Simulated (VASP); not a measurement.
# Pt (P2_1/m) in VASP: single point with LDA

Aim: the single point of Pt with LDA.

Program: VASP 6.6.1. These are calculated values, not measurements. Logs are shortened: lines on timing, memory, paths and dates and some standing lists are left out, and cuts for length are marked.

### Step 1. The cell of the first run

Symmetry: P2_1/m, No. 11, monoclinic system. Conventional cell: a = 2.708 Å, b = 4.677 Å, c = 2.708 Å, α = 90.00°, β = 120.00°, γ = 90.00°. Within 3.6 Å of Pt (site symmetry m) lie 12 Pt at 2.71 to 2.91 Å.

### Step 2. Single point, LDA (atoms displaced along a vibrational mode)

File INCAR:

```
PREC = Accurate ; ENCUT = 520
EDIFF = 1E-6 ; ISMEAR = 0
SIGMA = 0.15 ; LREAL = False
LASPH = True ; NELM = 80
ALGO = Fast ; ISIF = 2
LWAVE = False ; LCHARG = True
GGA = CA ; LELF = True
LVHAR = True ; NBANDS = 17
```

File KPOINTS:

```
Automatic mesh
0
Gamma
  18 18 10
```

File POSCAR:

```
Pt
1.0
    2.7081940711      0.0000000000      0.0000000000
   -1.3540970355      2.3453648639      0.0000000000
    0.0000000000      0.0000000000      4.6773974959
Pt
2
Direct
    0.6314771649      0.3333333333      0.7500000000
    0.3685228351      0.6666666667      0.2500000000
```

Potentials or basis: VASP PAW LDA potentials, release 64 (Pt).

Launch:

```console
> cat potpaw_LDA.64/Pt/POTCAR > POTCAR
> mpirun -np 1 vasp_std > vasp.out
```

OUTCAR:

```text
PREC = Accurate
   ENCUT = 520
   EDIFF = 1E-6
   ISMEAR = 0
   LREAL = False
   LASPH = True
   NELM = 80
   ISIF = 2
   GGA = CA

 ion  position               nearest neighbor table
   1  0.631  0.333  0.750-   2 2.73   2 2.73   2 2.82   2 2.82   2 2.91   2 2.91
   2  0.369  0.667  0.250-   1 2.73   1 2.73   1 2.82   1 2.82   1 2.91   1 2.91

  LATTYP: Found a hexagonal cell.
 ALAT       =     2.7081940711
 C/A-ratio  =     1.7271278842

  Lattice vectors:

 A1 = (   2.7081940711,   0.0000000000,   0.0000000000)
 A2 = (  -1.3540970355,   2.3453648639,   0.0000000000)
 A3 = (   0.0000000000,   0.0000000000,   4.6773974959)

Analysis of symmetry for initial positions (statically):
=====================================================================
 Subroutine PRICEL returns:
 Original cell was already a primitive cell.

 Routine SETGRP: Setting up the symmetry group for a
 hexagonal supercell.

 Subroutine GETGRP returns: Found  4 space group operations
 (whereof  2 operations were pure point group operations)
 out of a pool of 24 trial point group operations.

The static configuration has the point symmetry S_2 .
 The point group associated with its full space group is C_2h.

Analysis of symmetry for dynamics (positions and initial velocities):
=====================================================================
 Subroutine PRICEL returns:
 Original cell was already a primitive cell.

 Routine SETGRP: Setting up the symmetry group for a
 hexagonal supercell.

 Subroutine GETGRP returns: Found  4 space group operations
 (whereof  2 operations were pure point group operations)
 out of a pool of 24 trial point group operations.

The dynamic configuration has the point symmetry S_2 .
 The point group associated with its full space group is C_2h.

 Subroutine INISYM returns: Found  4 space group operations
 (whereof  2 operations are pure point group operations),
 and found     1 'primitive' translations

----------------------------------------------------------------------------------------

                                     Primitive cell

  volume of cell :      29.7094

  direct lattice vectors                    reciprocal lattice vectors
[... 77 lines left out ...]
 SYSTEM =  unknown system
   PREC   = accura    normal or accurate (medium, high low for compatibility)
   ISTART =      0    job   : 0-new  1-cont  2-samecut
   ICHARG =      2    charge: 1-file 2-atom 10-const
   ISPIN  =      1    spin polarized calculation?
   LNONCOLLINEAR =      F non collinear calculations
   LSORBIT =      F    spin-orbit coupling
   LASPH  =      T    aspherical Exc in radial PAW
   ENCUT  =  520.0 eV  38.22 Ry    6.18 a.u.   5.04  5.04  8.70*2*pi/ulx,y,z
   NELM   =     80;   NELMIN=  2; NELMDL= -5     # of ELM steps
   EDIFF  = 0.1E-05   stopping-criterion for ELM
   LREAL  =      F    real-space projection
   EDIFFG = 0.1E-04   stopping-criterion for IOM
   NSW    =      0    number of steps for IOM
   IBRION =     -1    ionic relax: 0-MD 1-quasi-New 2-CG
   NFREE  =      0    steps in history (QN), initial steepest desc. (CG)
   ISIF   =      2    stress and relaxation
   ISYM   =      2    0-nonsym 1-usesym 2-fastsym
   POTIM  = 0.5000    time-step for ionic-motion
   TEBEG  =    0.0;   TEEND  =   0.0 temperature during run
   PSTRESS=    0.0 pullay stress
   NELECT =      20.0000    total number of electrons
   NUPDOWN=      -1.0000    fix difference up-down
   EMIN   =  10.00;   EMAX   =-10.00  energy-range for DOS
   EFERMI =   0.00;   METHOD = LEGACY
   ISMEAR =     0;   SIGMA  =   0.15  broadening in eV -4-tet -1-fermi 0-gaus
   EFERMI_NEDOS =   21; number of points for ismear=-14 and -15
   IALGO  =     68    algorithm
   IMIX   =      4    mixing-type and parameters
     AMIX     =   0.40;   BMIX     =  1.00
     AMIX_MAG =   1.60;   BMIX_MAG =  1.00
  volume/ion in A,a.u.               =      14.85       100.24
  Fermi-wavevector in a.u.,A,eV,Ry     =   1.434784  2.711350 28.009042  2.058607
  Thomas-Fermi vector in A             =   2.554155
   LORBIT       =      0    0 simple, 1 ext, 2 COOP (PROOUT), +10 PAW based schemes
   GGA     = CA    functional components
   LHFCALC =     F    Hartree Fock is set to
   AEXX    =    0.0000 exact exchange contribution
   IVDW    =     0    specifies the selected vdW correction
   LEPSILON=     F    determine dielectric tensor
   LRPA    =     F    only Hartree local field effects (RPA)
 non-spin polarized calculation
 RMM-DIIS sequential band-by-band and
 Gauss-broadening in eV      SIGMA  =   0.15
  energy-cutoff  :      520.00
  volume of cell :       29.71
 maximum number of plane-waves:       825
   NGX = 11   NGY = 11   NGZ = 17

 number of electron      19.9999999 magnetization

 Free energy of the ion-electron system (eV)
  ---------------------------------------------------
  ext. energy  EPLUGINS =         0.00000000
  ---------------------------------------------------
  free energy    TOTEN  =       -14.90078287 eV

  energy without entropy =      -14.86630952  energy(sigma->0) =      -14.88354620

 E-fermi :  11.4128     XC(G=0): -13.7696

 val. band max:       11.4124244490   @ k =   0.3889   0.3889   0.5000
 cond. band min:      11.4131418071   @ k =  -0.3889   0.2222   0.4000
 fundamental gap:      0.0007173580
 Fermi energy:        11.4128028457

 k-point     1 :       0.0000    0.0000    0.0000
  band No.  band energies     occupation
      1       1.0184      2.00000
      2       3.7265      2.00000
      3       6.9244      2.00000
      4       7.5524      2.00000
      5       7.7143      2.00000
      6       7.9589      2.00000
[... 457 lines left out ...]
      4       7.6681      2.00000
      5       7.8281      2.00000
      6       8.1364      2.00000
[... 9 lines left out ...]
     16      24.1107      0.00000
     17      25.2687      0.00000

 [... further k-points ...]
[... 5 lines left out ...]
  --------------------------------------------------------------------------------------
  -------------------------------------------------------------------------------------
  Total        0.3076202      0.0853239      0.2901128     -0.1195256      0.0000000      0.0000000
  in kB       16.5894132      4.6013643     15.6452671     -6.4458052      0.0000000      0.0000000
  external PRESSURE =      12.2786816 kB  Pullay stress =       0.0000000 kB

 VOLUME and BASIS-vectors are now :
 -----------------------------------------------------------------------------
  energy-cutoff  :      520.00
  volume of cell :       29.71
      direct lattice vectors                 reciprocal lattice vectors
     2.708194071  0.000000000  0.000000000     0.369249756  0.213186446  0.000000000
    -1.354097035  2.345364864  0.000000000     0.000000000  0.426372892  0.000000000
     0.000000000  0.000000000  4.677397496     0.000000000  0.000000000  0.213794103

 POSITION                                       TOTAL-FORCE (eV/Angst)
 -----------------------------------------------------------------------------------
      1.25880      0.78179      3.50805         0.006961     -0.119437      0.000000
      0.09530      1.56358      1.16935        -0.006961      0.119437     -0.000000
 -----------------------------------------------------------------------------------
    total drift:                               -0.000000      0.000000     -0.000000

  FREE ENERGIE OF THE ION-ELECTRON SYSTEM (eV)
  ---------------------------------------------------
  free  energy   TOTEN  =       -14.9007828741 eV

  energy  without entropy=      -14.8663095199  energy(sigma->0) =      -14.88354620
```

OSZICAR:

```text
N       E                     dE             d eps       ncg     rms          rms(c)
DAV:   1     0.101230097414E+03    0.10123E+03   -0.10540E+04 33496   0.114E+03
DAV:   2    -0.138745913056E+02   -0.11510E+03   -0.10953E+03 36138   0.249E+02
DAV:   3    -0.157638579518E+02   -0.18893E+01   -0.18656E+01 41028   0.318E+01
DAV:   4    -0.157732494661E+02   -0.93915E-02   -0.93897E-02 39927   0.233E+00
DAV:   5    -0.157733363506E+02   -0.86884E-04   -0.86884E-04 41422   0.233E-01    0.197E+01
RMM:   6    -0.149977547420E+02    0.77558E+00   -0.10580E+00 33523   0.765E+00    0.102E+01
RMM:   7    -0.149112188134E+02    0.86536E-01   -0.25477E-01 34600   0.375E+00    0.301E+00
RMM:   8    -0.149015412158E+02    0.96776E-02   -0.43554E-02 34733   0.165E+00    0.994E-01
RMM:   9    -0.149007615751E+02    0.77964E-03   -0.28209E-03 37407   0.398E-01    0.135E-01
RMM:  10    -0.149007975598E+02   -0.35985E-04   -0.38871E-04 37655   0.128E-01    0.136E-01
RMM:  11    -0.149007964504E+02    0.11094E-05   -0.59144E-05 37328   0.495E-02    0.147E-01
RMM:  12    -0.149007928306E+02    0.36198E-05   -0.54172E-05 36265   0.492E-02    0.794E-02
RMM:  13    -0.149007855932E+02    0.72373E-05   -0.61593E-06 36993   0.181E-02    0.393E-02
RMM:  14    -0.149007842707E+02    0.13225E-05   -0.83015E-07 24335   0.618E-03    0.268E-02
RMM:  15    -0.149007828580E+02    0.14127E-05   -0.25113E-06 26765   0.992E-03    0.355E-03
RMM:  16    -0.149007828741E+02   -0.16130E-07   -0.28830E-07 20140   0.396E-03
   1 F= -.14900783E+02 E0= -.14883546E+02  d E =-.344734E-01
```

stdout:

```text
POSCAR found type information on POSCAR Pt
 POSCAR found :  1 types and       2 ions
 scaLAPACK will be used
 LDA part: xc-table for (Slater(with rela. corr.)+CA(PZ))
 , standard interpolation
 POSCAR, INCAR and KPOINTS ok, starting setup
 FFT: planning ... GRIDC
 FFT: planning ... GRID_SOFT
 FFT: planning ... GRID
 WAVECAR not read
 entering main loop
```

Wall time 4 min (1 thread of Intel Xeon 6975P-C (Granite Rapids), shared host); peak memory 0.48 GiB.

Results:

```
Free energy            : -14.9008 eV
Pressure               : 1.2 GPa
Largest force          : 0.120 eV/Å
Band gap on the k mesh : zero (bands 10 and 11 overlap by 1.44 eV)
```

Forces on the atoms (eV/Å):
```
Pt   0.007 -0.119  0.000
Pt  -0.007  0.119  0.000
```

Stress tensor (GPa, compression positive):
```
 1.66 -0.64  0.00
-0.64  0.46  0.00
 0.00  0.00  1.56
```

Caveat: the cell differs from its parent crystal (atoms displaced along a vibrational mode); spin-orbit coupling is left out, which moves the levels of the heavy elements.
